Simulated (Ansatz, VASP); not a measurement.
**SnSe2 in VASP and in Ansatz**

```
CELL_PARAMETERS angstrom
3.80011 0.00000 0.00000
-1.90006 3.29100 0.00000
0.00000 0.00000 5.89565
ATOMIC_POSITIONS crystal
Sn 0.00000 0.00000 0.00000
Se 0.33333 0.66667 0.26738
Se 0.66667 0.33333 0.73262
```

Alike in both runs: functional LDA; k mesh 9 × 9 × 6; occupations gaussian, width 0.02 eV; no spin polarisation.

Ansatz relaxed the structure, and its values are those at the end. VASP's run is a single point on that final structure, the one shown.

|  | VASP | Ansatz |
| --- | --- | --- |
| version | VASP 6.6.1 | Ansatz 0.2.0 |
| potentials or method | VASP PAW LDA potentials, release 64 (Sn_d, Se), cutoff 520 eV | scalar-relativistic, plane waves, PAW |
| valence electrons in the cell | 26 | 46 |

VASP gave:

| Item | Value |
| --- | --- |
| gap on the k mesh at the Fermi level (eV) | 0.22 |
| least direct gap on the mesh (eV) | 0.70 |
| pressure (GPa) | 0.2 |
| rms of the force components (eV/Å) | 0.013 |

What did Ansatz give for the same quantities?

gap on the k mesh at the Fermi level (eV): 0.21; least direct gap on the mesh (eV): 0.69; pressure (GPa): 0.0; rms of the force components (eV/Å): 0.002.

LDA's correlation is that of Perdew and Zunger in VASP and of Perdew and Wang (1992) in Ansatz. VASP's potentials hold 26 valence electrons a cell and Ansatz's 46, so a difference there can come from the potentials and not from the codes.
